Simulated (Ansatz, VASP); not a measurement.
## Cu: VASP beside Ansatz

File INCAR:

```
SYSTEM = Cu
PREC = Accurate ; ENCUT = 520
EDIFF = 1E-6 ; ISMEAR = 0
SIGMA = 0.1 ; LREAL = .FALSE.
LASPH = .TRUE. ; NELM = 100
ALGO = Normal ; ISIF = 2
LWAVE = .FALSE. ; LCHARG = .FALSE.
LDIPOL = .TRUE. ; IDIPOL = 3
DIPOL = 0.5 0.5 0.500 ; GGA = PE
NBANDS = 60
```

File KPOINTS:

```
regular mesh
0
G
  13 10 1
  0 0 0
```

Contents of POSCAR:

```
Cu
1.0
    2.5666196055      0.0000000000      0.0000000000
    0.0000000000      3.6297482556      0.0000000000
    0.0000000000      0.0000000000     25.2664784220
Cu
9
Direct
    0.5000000000      0.5000000000      0.2968359846
    0.0000000000      0.0000000000      0.3476269885
    0.5000000000      0.5000000000      0.3984179923
    0.0000000000      0.0000000000      0.4492089962
    0.5000000000      0.5000000000      0.5000000000
    0.0000000000      0.0000000000      0.5507910038
    0.5000000000      0.5000000000      0.6015820077
    0.0000000000      0.0000000000      0.6523730115
    0.5000000000      0.5000000000      0.7031640154
```

Input for Ansatz:

```yaml
crystal:
  lattice:
    - [2.5666196055, 0.0, 0.0]
    - [0.0, 3.6297482556, 0.0]
    - [0.0, 0.0, 25.266478422]
  atoms:
    - { symbol: Cu, position: [0.5, 0.5, 0.2968359846] }
    - { symbol: Cu, position: [0.0, 0.0, 0.3476269885] }
    - { symbol: Cu, position: [0.5, 0.5, 0.3984179923] }
    - { symbol: Cu, position: [0.0, 0.0, 0.4492089962] }
    - { symbol: Cu, position: [0.5, 0.5, 0.5] }
    - { symbol: Cu, position: [0.0, 0.0, 0.5507910038] }
    - { symbol: Cu, position: [0.5, 0.5, 0.6015820077] }
    - { symbol: Cu, position: [0.0, 0.0, 0.6523730115] }
    - { symbol: Cu, position: [0.5, 0.5, 0.7031640154] }
basis:
  ecutwfc: 420
kpoints:
  mp_grid: { grid: [13, 10, 1] }
hamiltonian:
  xc: pbe
scf:
  occupations: { method: gaussian, width: 0.1 }
output:
  forces: true
  stress: true
  eigenvalues: true
efield:
  axis: 3
  dipole_correction: true
  ramp_width: 0.04
```

Alike in both runs: task single point; functional PBE; k mesh 13 × 10 × 1; occupations gaussian, width 0.1 eV; no spin polarisation.

|  | VASP | Ansatz |
| --- | --- | --- |
| version | VASP 6.6.1 | Ansatz 0.2.0 |
| potentials or method | VASP PAW PBE potentials, release 64 (Cu), cutoff 520 eV | scalar-relativistic, plane waves, PAW |
| valence electrons in the cell | 99 | 171 |

|  | VASP | Ansatz | Ansatz less VASP |
| --- | --- | --- | --- |
| gap on the k mesh at the Fermi level (eV) | none | none | - |
| rms of the force components (eV/Å) | 0.148 | 0.153 | +0.0056 |

Atom by atom the forces differ by 0.008 eV/Å (rms over components). A gap of «none» marks a metal or a gap that the smearing closes. VASP's potentials hold 99 valence electrons a cell and Ansatz's 171, so a difference there can come from the potentials and not from the codes.
